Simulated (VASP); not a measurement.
Input of a VASP 6.6.1 run:

Contents of INCAR:

```
PREC = Accurate
ENCUT = 520
EDIFF = 1E-6
ISMEAR = -1
SIGMA = 0.05
LREAL = F
LASPH = T
NELM = 60
ALGO = Normal
ISIF = 2
LWAVE = F
LCHARG = T
GGA = PE
LELF = T
LVHAR = T
NBANDS = 15
```

The input KPOINTS:

```
regular mesh
0
Gamma
  9 9 9
```

POSCAR

```
RbBr
1.0
    0.0000000000      3.4781275030      3.4781275030
    3.4781275030      0.0000000000      3.4781275030
    3.4781275030      3.4781275030      0.0000000000
Rb Br
1 1
Direct
    0.0000000000      0.0000000000      0.0000000000
    0.5000000000      0.5000000000      0.5000000000
```

Potentials or basis: VASP PAW PBE potentials, release 64 (Rb_sv, Br).

Command:

```bash
$ cat potpaw_PBE.64/Rb_sv/POTCAR potpaw_PBE.64/Br/POTCAR > POTCAR
$ mpirun -np 1 vasp_std > vasp.out
```

(1) What does it give for the pressure?

(2) What does it give for the band gap on the k mesh?

Results:

(1) 0.4 GPa.

(2) 4.25 eV, direct.
